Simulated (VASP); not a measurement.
# Sc (P6_3/mmc) in VASP: notebook

Sc is run at these levels: PBEsol; tasks: single point.

Everything below comes from runs of VASP 6.6.1. Logs are shortened: lines on timing, memory, paths and dates and some standing lists are left out, and cuts for length are marked.

## (1) The cell of the first run

It takes space group P6_3/mmc (No. 194, hexagonal). The conventional cell has a = 2.881 Å, b = 2.881 Å, c = 4.489 Å, α = 90.00°, β = 90.00°, γ = 120.00°. Within 3.7 Å of Sc (site symmetry -6m2) lie 12 Sc at 2.79 to 2.88 Å.

## (2) Single point, PBEsol (volume scaled by 0.68)

INCAR reads:

```
SYSTEM = Sc
PREC = Accurate
ENCUT = 520
EDIFF = 1E-6
ISMEAR = -1
SIGMA = 0.1
LREAL = .False.
LASPH = .True.
NELM = 80
ALGO = Normal
ISIF = 2
LWAVE = .False.
LCHARG = .False.
GGA = PS
NBANDS = 18
```

KPOINTS reads:

```
regular mesh
0
Gamma
  15 15 8
  0 0 0
```

POSCAR reads:

```
Sc
1.0
    2.8808723214      0.0000000000      0.0000000000
   -1.4404361607      2.4949086154      0.0000000000
    0.0000000000      0.0000000000      4.4892628083
Sc
2
Direct
    0.3333333333      0.6666666667      0.2500000000
    0.6666666667      0.3333333333      0.7500000000
```

Potentials or basis: VASP PAW PBE potentials, release 64 (Sc_sv).

Command:

```sh
$ cat potpaw_PBE.64/Sc_sv/POTCAR > POTCAR
$ mpirun -np 1 vasp_std > vasp.out
```

OUTCAR:

```text
SYSTEM = Sc
   PREC = Accurate
   ENCUT = 520
   EDIFF = 1E-6
   ISMEAR = -1
   LREAL = .False.
   LASPH = .True.
   NELM = 80
   ISIF = 2
   GGA = PS

 ion  position               nearest neighbor table
   1  0.333  0.667  0.250-   2 2.79   2 2.79   2 2.79   2 2.79   2 2.79   2 2.79
   2  0.667  0.333  0.750-   1 2.79   1 2.79   1 2.79   1 2.79   1 2.79   1 2.79

  LATTYP: Found a hexagonal cell.
 ALAT       =     2.8808723214
 C/A-ratio  =     1.5582998160

  Lattice vectors:

 A1 = (   2.8808723214,   0.0000000000,   0.0000000000)
 A2 = (  -1.4404361607,   2.4949086154,   0.0000000000)
 A3 = (   0.0000000000,   0.0000000000,   4.4892628083)

Analysis of symmetry for initial positions (statically):
=====================================================================
 Subroutine PRICEL returns:
 Original cell was already a primitive cell.

 Routine SETGRP: Setting up the symmetry group for a
 hexagonal supercell.

 Subroutine GETGRP returns: Found 24 space group operations
 (whereof 12 operations were pure point group operations)
 out of a pool of 24 trial point group operations.

The static configuration has the point symmetry D_3d.
 The point group associated with its full space group is D_6h.

Analysis of symmetry for dynamics (positions and initial velocities):
=====================================================================
 Subroutine PRICEL returns:
 Original cell was already a primitive cell.

 Routine SETGRP: Setting up the symmetry group for a
 hexagonal supercell.

 Subroutine GETGRP returns: Found 24 space group operations
 (whereof 12 operations were pure point group operations)
 out of a pool of 24 trial point group operations.

The dynamic configuration has the point symmetry D_3d.
 The point group associated with its full space group is D_6h.

 Subroutine INISYM returns: Found 24 space group operations
 (whereof 12 operations are pure point group operations),
 and found     1 'primitive' translations

----------------------------------------------------------------------------------------

                                     Primitive cell

  volume of cell :      32.2666

  direct lattice vectors                    reciprocal lattice vectors
     2.880872321  0.000000000  0.000000000     0.347117084  0.200408142  0.000000000
    -1.440436161  2.494908615  0.000000000     0.000000000  0.400816284  0.000000000
     0.000000000  0.000000000  4.489262808     0.000000000  0.000000000  0.222753722

  length of vectors
     2.880872321  2.880872321  4.489262808     0.400816284  0.400816284  0.222753722

  position of ions in fractional coordinates (direct lattice)
     0.333333333  0.666666667  0.250000000
     0.666666667  0.333333333  0.750000000

  ion indices of the primitive-cell ions
   primitive index   ion index
                 1           1
                 2           2

----------------------------------------------------------------------------------------

 KPOINTS: regular mesh

Automatic generation of k-mesh.
 Grid dimensions read from file:
 generate k-points for:   15   15    8

 Generating k-lattice:

  Cartesian coordinates                     Fractional coordinates (reciprocal lattice)
     0.023141139  0.013360543  0.000000000     0.066666667 -0.000000000  0.000000000
     0.000000000  0.026721086  0.000000000     0.000000000  0.066666667  0.000000000
     0.000000000  0.000000000  0.027844215     0.000000000  0.000000000  0.125000000

  Length of vectors
     0.026721086  0.026721086  0.027844215

  Shift w.r.t. Gamma in fractional coordinates (k-lattice)
     0.000000000  0.000000000  0.000000000

 Subroutine IBZKPT returns following result:
 ===========================================

 Found    135 irreducible k-points:

 Following reciprocal coordinates:
            Coordinates               Weight
  0.000000  0.000000  0.000000      1.000000
  0.066667  0.000000  0.000000      6.000000
  0.133333  0.000000  0.000000      6.000000
  0.200000  0.000000  0.000000      6.000000
  0.266667  0.000000  0.000000      6.000000
  0.333333  0.000000  0.000000      6.000000
[... 16 lines left out ...]
  0.333333  0.200000  0.000000     12.000000
  0.400000  0.200000  0.000000      6.000000
 [... further k-points ...]
   k-points           NKPTS =    135   k-points in BZ     NKDIM =    135   number of bands    NBANDS=     18
   number of dos      NEDOS =    301   number of ions     NIONS =      2
   total plane-waves  NPLWV =  20736
   dimension x,y,z NGX =    24 NGY =   24 NGZ =   36
   dimension x,y,z NGXF=    48 NGYF=   48 NGZF=   72
   ions per type =               2
   NGX,Y,Z   is equivalent  to a cutoff of  13.85, 13.85, 13.33 a.u.
   NGXF,Y,Z  is equivalent  to a cutoff of  27.70, 27.70, 26.66 a.u.
 SYSTEM =  Sc
   PREC   = accura    normal or accurate (medium, high low for compatibility)
   ISTART =      0    job   : 0-new  1-cont  2-samecut
   ICHARG =      2    charge: 1-file 2-atom 10-const
   ISPIN  =      1    spin polarized calculation?
   LNONCOLLINEAR =      F non collinear calculations
   LSORBIT =      F    spin-orbit coupling
   LASPH  =      T    aspherical Exc in radial PAW
   ENCUT  =  520.0 eV  38.22 Ry    6.18 a.u.   5.36  5.36  8.35*2*pi/ulx,y,z
   NELM   =     80;   NELMIN=  2; NELMDL= -5     # of ELM steps
   EDIFF  = 0.1E-05   stopping-criterion for ELM
   LREAL  =      F    real-space projection
   EDIFFG = 0.1E-04   stopping-criterion for IOM
   NSW    =      0    number of steps for IOM
   IBRION =     -1    ionic relax: 0-MD 1-quasi-New 2-CG
   NFREE  =      0    steps in history (QN), initial steepest desc. (CG)
   ISIF   =      2    stress and relaxation
   ISYM   =      2    0-nonsym 1-usesym 2-fastsym
   POTIM  = 0.5000    time-step for ionic-motion
   TEBEG  =    0.0;   TEEND  =   0.0 temperature during run
   PSTRESS=    0.0 pullay stress
   NELECT =      22.0000    total number of electrons
   NUPDOWN=      -1.0000    fix difference up-down
   EMIN   =  10.00;   EMAX   =-10.00  energy-range for DOS
   EFERMI =   0.00;   METHOD = LEGACY
   ISMEAR =    -1;   SIGMA  =   0.10  broadening in eV -4-tet -1-fermi 0-gaus
   EFERMI_NEDOS =   21; number of points for ismear=-14 and -15
   IALGO  =     38    algorithm
   IMIX   =      4    mixing-type and parameters
     AMIX     =   0.40;   BMIX     =  1.00
     AMIX_MAG =   1.60;   BMIX_MAG =  1.00
  volume/ion in A,a.u.               =      16.13       108.87
  Fermi-wavevector in a.u.,A,eV,Ry     =   1.440891  2.722889 28.247970  2.076167
  Thomas-Fermi vector in A             =   2.559585
   LORBIT       =      0    0 simple, 1 ext, 2 COOP (PROOUT), +10 PAW based schemes
   GGA     = PS    functional components
   LHFCALC =     F    Hartree Fock is set to
   AEXX    =    0.0000 exact exchange contribution
   IVDW    =     0    specifies the selected vdW correction
   LEPSILON=     F    determine dielectric tensor
   LRPA    =     F    only Hartree local field effects (RPA)
 non-spin polarized calculation
  energy-cutoff  :      520.00
  volume of cell :       32.27
 maximum number of plane-waves:       894
 NGX is ok and might be reduce to    24
   NGX = 11   NGY = 11   NGZ = 17

 number of electron      22.0000002 magnetization

 Free energy of the ion-electron system (eV)
  ---------------------------------------------------
  ext. energy  EPLUGINS =         0.00000000
  ---------------------------------------------------
  free energy    TOTEN  =       -11.82886604 eV

  energy without entropy =      -11.73992095  energy(sigma->0) =      -11.78439350

 E-fermi :   6.4676     XC(G=0): -11.8803

 val. band max:        6.4588640886   @ k =   0.4667   0.0667   0.5000
 cond. band min:       6.4681156013   @ k =   0.3333   0.2000   0.2500
 fundamental gap:      0.0092515127
 Fermi energy:         6.4675983700

 k-point     1 :       0.0000    0.0000    0.0000
  band No.  band energies     occupation
      1     -41.8828      2.00000
      2     -41.4915      2.00000
      3     -21.3979      2.00000
      4     -20.0609      2.00000
      5     -20.0609      2.00000
      6     -19.8317      2.00000
[... 10 lines left out ...]
     17       9.7114      0.00000
     18       9.7114      0.00000

 k-point     2 :       0.0667    0.0000    0.0000
  band No.  band energies     occupation
      1     -41.8711      2.00000
      2     -41.4873      2.00000
      3     -21.3759      2.00000
      4     -20.1073      2.00000
      5     -20.0765      2.00000
      6     -19.8801      2.00000
[... 10 lines left out ...]
     17       9.5860      0.00000
     18       9.6015      0.00000

 k-point     3 :       0.1333    0.0000    0.0000
  band No.  band energies     occupation
      1     -41.8377      2.00000
      2     -41.4757      2.00000
      3     -21.3116      2.00000
      4     -20.2387      2.00000
      5     -20.1193      2.00000
      6     -20.0135      2.00000
[... 10 lines left out ...]
     17       9.5102      0.00000
     18       9.6764      0.00000

 k-point     4 :       0.2000    0.0000    0.0000
  band No.  band energies     occupation
      1     -41.7867      2.00000
      2     -41.4600      2.00000
      3     -21.2106      2.00000
      4     -20.4330      2.00000
      5     -20.2012      2.00000
      6     -20.1793      2.00000
[... 375 lines left out ...]
      4     -20.7658      2.00000
      5     -20.7450      2.00000
      6     -20.4121      2.00000
[... 10 lines left out ...]
     17      12.0389      0.00000
     18      12.4818      0.00000

 k-point    23 :       0.3333    0.2000    0.0000
  band No.  band energies     occupation
      1     -41.5447      2.00000
      2     -41.4396      2.00000
      3     -20.9905      2.00000
      4     -20.7417      2.00000
      5     -20.6417      2.00000
      6     -20.5182      2.00000
[... 10 lines left out ...]
     17      12.3235      0.00000
     18      12.4752      0.00000

 k-point    24 :       0.4000    0.2000    0.0000
  band No.  band energies     occupation
      1     -41.5248      2.00000
      2     -41.4462      2.00000
      3     -21.0241      2.00000
      4     -20.7255      2.00000
      5     -20.5811      2.00000
      6     -20.5714      2.00000
[... 10 lines left out ...]
     17      12.2883      0.00000
     18      12.4740      0.00000

 [... further k-points ...]

------------------------ aborting loop because EDIFF is reached ----------------------------------------

  FORCE on cell =-STRESS in cart. coord.  units (eV):
  Direction    XX          YY          ZZ          XY          YZ          ZX
  --------------------------------------------------------------------------------------
  -------------------------------------------------------------------------------------
  Total        7.8484998      7.8484998      7.8368495      0.0000000     -0.0000000     -0.0000000
  in kB      389.7117955    389.7117955    389.1333054      0.0000000     -0.0000000     -0.0000000
  external PRESSURE =     389.5189655 kB  Pullay stress =       0.0000000 kB

 VOLUME and BASIS-vectors are now :
 -----------------------------------------------------------------------------
  energy-cutoff  :      520.00
  volume of cell :       32.27
      direct lattice vectors                 reciprocal lattice vectors
     2.880872321  0.000000000  0.000000000     0.347117084  0.200408142  0.000000000
    -1.440436161  2.494908615  0.000000000     0.000000000  0.400816284  0.000000000
     0.000000000  0.000000000  4.489262808     0.000000000  0.000000000  0.222753722

 POSITION                                       TOTAL-FORCE (eV/Angst)
 -----------------------------------------------------------------------------------
     -0.00000      1.66327      1.12232         0.000000     -0.000000      0.000000
      1.44044      0.83164      3.36695        -0.000000      0.000000      0.000000
 -----------------------------------------------------------------------------------
    total drift:                               -0.000000      0.000000     -0.000000

  FREE ENERGIE OF THE ION-ELECTRON SYSTEM (eV)
  ---------------------------------------------------
  free  energy   TOTEN  =       -11.8288660399 eV

  energy  without entropy=      -11.7399209505  energy(sigma->0) =      -11.78439350
```

Run time: 47 s. Hardware: 1 thread of Intel Xeon Platinum 8259CL at 2.50GHz (Skylake/Cascade Lake), shared host; peak memory 0.19 GiB.

Results:

```
Free energy            : -11.8289 eV
Pressure               : 39.0 GPa
Band gap on the k mesh : zero (band 11 reaches 8.45 eV, above the bottom of band 12 at 5.85 eV)
```

Caveat: the cell differs from its parent crystal (volume scaled by 0.68); the PAW data sets were made with another functional, which shifts forces and pressure a little.

## (3) Single point, PBEsol

This run uses another cell than the first one, of 18.51 Å³/atom, 1.147 times its volume.

INCAR reads:

```
PREC     = Accurate       # precision mode
ENCUT    = 520            # plane-wave cutoff, eV
EDIFF    = 1E-6           # SCF threshold, eV
ISMEAR   = -1             # smearing method
SIGMA    = 0.1            # smearing width, eV
LREAL    = False          # projectors in reciprocal space
LASPH    = True           # aspherical terms in the spheres
NELM     = 60             # most SCF steps
ALGO     = Normal         # electronic algorithm
ISIF     = 2              # what is computed and relaxed
LWAVE    = False          # write WAVECAR
LCHARG   = True           # write CHGCAR
GGA      = PS             # functional
LELF     = True           # ELF
LVHAR    = True         
NBANDS   = 18             # bands
```

KPOINTS reads:

```
Automatic mesh
0
Gamma
  15 15 8
```

POSCAR reads:

```
Sc
1.0
    3.0232127853      0.0000000000      0.0000000000
   -1.5116063926      2.6181790731      0.0000000000
    0.0000000000      0.0000000000      4.6759656413
Sc
2
Direct
    0.3333333333      0.6666666667      0.2500000000
    0.6666666667      0.3333333333      0.7500000000
```

Potentials or basis: VASP PAW PBE potentials, release 64 (Sc_sv).

Command:

```sh
$ cat potpaw_PBE.64/Sc_sv/POTCAR > POTCAR
$ mpirun -np 1 vasp_std > vasp.out
```

It took 51 s on 1 thread of Intel Xeon Platinum 8259CL at 2.50GHz (Skylake/Cascade Lake), shared host; peak memory 0.2 GiB.

Results (log left out):

- Free energy: -12.6969 eV
- Pressure: 20.8 GPa
- Band gap on the k mesh: zero (band 11 reaches 7.06 eV, above the bottom of band 12 at 4.76 eV)

Levels at points of the mesh, in eV from the Fermi level:
```
           k point  band 9  band 10  band 11  band 12  band 13  band 14
(0.00, 0.00, 0.00)   -5.53    -2.09     1.64     1.89     1.89     2.34
(0.00, 0.00, 0.50)   -3.60    -3.60     1.19     1.19     1.76     1.76
```

Caveat: the PAW data sets were made with another functional, which shifts forces and pressure a little.
